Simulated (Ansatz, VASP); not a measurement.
Given: the input of a run of VASP 6.6.1 on Au.

POSCAR

```
Au
1.0
   -1.6897727226      1.6897727226      1.6897727226
    1.6897727226     -1.6897727226      1.6897727226
    1.6897727226      1.6897727226     -1.6897727226
Au
1
Direct
    0.0000000000      0.0000000000      0.0000000000
```

File INCAR.step1:

```
  ALGO = Normal
  EDIFF = 1E-4
  ENCUT = 520
  GGA = PE
  ISMEAR = -1
  LASPH = T
  LCHARG = F
  LREAL = F
  LWAVE = T
  NBANDS = 12
  NELM = 100
  PREC = Accurate
  SIGMA = 0.05
```

File INCAR.step2:

```
  ALGO = Normal
  EDIFF = 1E-6
  ENCUT = 520
  ISIF = 2
  ISMEAR = -1
  ISTART = 1
  LASPH = T
  LCHARG = F
  LMIXTAU = T
  LREAL = F
  LWAVE = F
  METAGGA = R2SCAN
  NBANDS = 12
  NELM = 100
  PREC = Accurate
  SIGMA = 0.05
```

KPOINTS

```
k-points
0
Gamma
  11 11 11
```

Potentials or basis: VASP PAW PBE potentials, release 64 (Au).

Launch:

```bash
$ cat potpaw_PBE.64/Au/POTCAR > POTCAR
$ cp INCAR.step1 INCAR
$ mpirun -np 1 vasp_std > vasp.out
$ cp INCAR.step2 INCAR
$ mpirun -np 1 vasp_std > vasp.out
```

**Question.** Set up the same calculation for Ansatz 0.2.0. Potentials there: Ansatz PAW.

**Answer.** As run (the cutoff follows the program's own potentials):

input.yaml

```yaml
crystal:
  lattice:
    - [-1.6897727226, 1.6897727226, 1.6897727226]
    - [1.6897727226, -1.6897727226, 1.6897727226]
    - [1.6897727226, 1.6897727226, -1.6897727226]
  atoms:
    - { symbol: Au, position: [0.0, 0.0, 0.0] }
hamiltonian:
  xc: r2scan
  pseudopotentials: { kind: paw }
kpoints:
  mp_grid: { grid: [11, 11, 11] }
scf:
  occupations: { method: fermi_dirac, width: 0.05 }
output:
  forces: true
  stress: true
  eigenvalues: true
```

Potentials or basis: Ansatz PAW.

Run with:

```sh
$ ansatz run input.yaml --threads 2 --pin off --max-ram 5632MiB --backend cpu --events-out ev --progress --plain --runs-dir out
```

Both were run:

|  | VASP | Ansatz | Ansatz less VASP |
| --- | --- | --- | --- |
| gap on the k mesh at the Fermi level (eV) | none | none | - |
| pressure (GPa) | -10.1 | -10.3 | -0.14 |

VASP's potentials were made for PBE, not for r2SCAN. A gap of «none» marks a metal or a gap that the smearing closes. VASP's potentials hold 11 valence electrons a cell and Ansatz's 19, so a difference there can come from the potentials and not from the codes.

Neither program's run includes spin-orbit coupling.
